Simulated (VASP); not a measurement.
Wanted: the native input for a VASP 6.6.1 run.

```yaml
Task: single point
Functional: PBE
Potentials_or_basis: VASP PAW PBE potentials, release 64 (Al)
Cutoff: 520 eV
k_mesh: 20 × 20 × 20
Occupations: gaussian, width 0.15 eV
Spin: no spin polarisation
Dipole_correction: no
Further_INCAR_settings: ALGO = Normal; EDIFF = 1e-06; NBANDS = 8
```

The structure of Al lies in POSCAR:

```
Al
1.0
    0.0000000000      2.0239800000      2.1302389500
    2.0239800000      0.0000000000      2.1302389500
    2.0239800000      2.0239800000      0.0000000000
Al
1
Direct
    0.0000000000      0.0000000000      0.0000000000
```

This cell differs from its parent crystal: strain +0.0525 x Voigt [0, 0, 1, 0, 0, 0].

The input as run:

INCAR

```
SYSTEM = Al
ALGO     = Normal         ! electronic algorithm
EDIFF    = 1E-6           ! SCF threshold, eV
ENCUT    = 520            ! plane-wave cutoff, eV
GGA      = PE             ! functional
ISIF     = 2              ! what is computed and relaxed
ISMEAR   = 0              ! smearing method
LASPH    = .TRUE.         ! aspherical terms in the spheres
LCHARG   = .TRUE.         ! write CHGCAR
LELF     = .TRUE.         ! ELF
LREAL    = .FALSE.        ! projectors in reciprocal space
LVHAR    = .TRUE.       
LWAVE    = .FALSE.        ! write WAVECAR
NBANDS   = 8              ! bands
NELM     = 60             ! most SCF steps
PREC     = Accurate       ! precision mode
SIGMA    = 0.15           ! smearing width, eV
```

KPOINTS

```
k-points
0
G
  20 20 20
  0 0 0
```

Potentials or basis: VASP PAW PBE potentials, release 64 (Al).

The run is started by

```console
$ cat potpaw_PBE.64/Al/POTCAR > POTCAR
$ mpirun -np 1 vasp_std > vasp.out
```

Results of the run:

| Quantity | Value |
| --- | --- |
| Pressure | -3.8 GPa |

Caveat: the cell differs from its parent crystal (strain +0.0525 x Voigt [0, 0, 1, 0, 0, 0]).

It took 21 s on 1 thread of Intel(R) Xeon(R) 6975P-C (Granite Rapids), on a shared host, peak memory 0.19 GiB.
